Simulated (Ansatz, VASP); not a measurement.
**Two plane-wave programs on Ti3ZnH**

```xyz
5
Lattice="3.9647 0.0000 0.0000 0.0000 3.9647 0.0000 0.0000 0.0000 3.9647" Properties=species:S:1:pos:R:3 pbc="T T T"
Ti    0.0000    1.9823    1.9823
Ti    1.9823    1.9823    0.0000
Ti    1.9823    0.0000    1.9823
Zn    0.0000    0.0000    0.0000
H     1.9823    1.9823    1.9823
```

Alike in both runs: task single point; functional PBE; k mesh 10 × 10 × 10; occupations gaussian, width 0.1 eV; no spin polarisation.

```csv
,VASP,Ansatz
version,VASP 6.6.1,Ansatz 0.2.0
potentials or method,"VASP PAW PBE potentials, release 64 (Ti_sv, Zn, H), cutoff 520 eV","scalar-relativistic, plane waves, PAW"
valence electrons in the cell,49,49
```

|  | VASP | Ansatz | Ansatz less VASP |
| --- | --- | --- | --- |
| gap on the k mesh at the Fermi level (eV) | none | none | - |
| pressure (GPa) | 8.3 | 8.3 | 0.00 |

A gap of «none» marks a metal or a gap that the smearing closes.
